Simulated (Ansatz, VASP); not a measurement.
**Two plane-wave programs on Eu**

The input POSCAR:

```
Eu
1.0
   -2.2274745855      2.2274745855      2.2274745855
    2.2274745855     -2.2274745855      2.2274745855
    2.2274745855      2.2274745855     -2.2274745855
Eu
1
Direct
    0.0000000000      0.0000000000      0.0000000000
```

Contents of INCAR.step1:

```
SYSTEM = Eu
ALGO     = Normal         ! electronic algorithm
EDIFF    = 1E-4           ! SCF threshold, eV
ENCUT    = 520            ! plane-wave cutoff, eV
GGA      = PE             ! functional
ISMEAR   = 0              ! smearing method
ISPIN    = 2              ! spin polarisation
LASPH    = .TRUE.         ! aspherical terms in the spheres
LCHARG   = .FALSE.        ! write CHGCAR
LMAXMIX  = 6              ! l up to which the mixer works
LREAL    = .FALSE.        ! projectors in reciprocal space
LWAVE    = .TRUE.         ! write WAVECAR
MAGMOM   = 7.31           ! initial moments
NBANDS   = 18             ! bands
NELM     = 150            ! most SCF steps
PREC     = Accurate       ! precision mode
SIGMA    = 0.2            ! smearing width, eV
```

File INCAR.step2:

```
SYSTEM = Eu
ALGO     = Normal         ! electronic algorithm
EDIFF    = 1E-6           ! SCF threshold, eV
ENCUT    = 520            ! plane-wave cutoff, eV
ISIF     = 2              ! what is computed and relaxed
ISMEAR   = 0              ! smearing method
ISPIN    = 2              ! spin polarisation
ISTART   = 1            
LASPH    = .TRUE.         ! aspherical terms in the spheres
LCHARG   = .FALSE.        ! write CHGCAR
LMAXMIX  = 6              ! l up to which the mixer works
LMIXTAU  = .TRUE.       
LORBIT   = 11             ! projections on sites
LREAL    = .FALSE.        ! projectors in reciprocal space
LWAVE    = .FALSE.        ! write WAVECAR
MAGMOM   = 7.31           ! initial moments
METAGGA  = R2SCAN         ! meta-GGA
NBANDS   = 18             ! bands
NELM     = 150            ! most SCF steps
PREC     = Accurate       ! precision mode
SIGMA    = 0.2            ! smearing width, eV
```

Contents of KPOINTS:

```
k-points
0
G
  10 10 10
  0 0 0
```

Input for Ansatz:

```yaml
crystal:
  lattice:
    - [-2.2274745855, 2.2274745855, 2.2274745855]
    - [2.2274745855, -2.2274745855, 2.2274745855]
    - [2.2274745855, 2.2274745855, -2.2274745855]
  atoms:
    - { symbol: Eu, position: [0.0, 0.0, 0.0], spin: 7.31 }
hamiltonian:
  xc: r2scan
  pseudopotentials:
    kind: paw
    azcp:
      Eu: "pseudopotentials/Eu.paw.azcp"
basis:
  ecutwfc: 500
  fft_grid_basis: typed
kpoints:
  mp_grid: { grid: [10, 10, 10], shift: [0, 0, 0] }
magnetization:
  spin_polarized: true
scf:
  occupations: { method: gaussian, width: 0.2 }
  lower_state_search: "off"
output:
  stress: true
  write_density: true
  write_potential: true
  elf: true
  volumetric_format: npy
```

Alike in both runs: task single point; functional r2SCAN; k mesh 10 × 10 × 10; occupations gaussian, width 0.2 eV; collinear spin.

```csv
,VASP,Ansatz
version,VASP 6.6.1,Ansatz 0.2.0
potentials or method,"VASP PAW PBE potentials, release 64 (Eu), cutoff 520 eV","plane waves (500 eV) with PAW, scalar-relativistic"
valence electrons in the cell,17,17
```

|  | VASP | Ansatz | Ansatz less VASP |
| --- | --- | --- | --- |
| pressure (GPa) | -0.4 | 0.0 | +0.37 |
| net moment per atom (μB) | 7.80 | 7.85 | +0.050 |
| size of the moment on the site where the two differ most (μB) | 6.71 | 7.31 | +0.592 |

VASP's potentials were made for PBE, not for r2SCAN. Site moments also hang on the region over which each program counts them. Ansatz's warnings: stability check not made.

Neither program's run includes spin-orbit coupling.
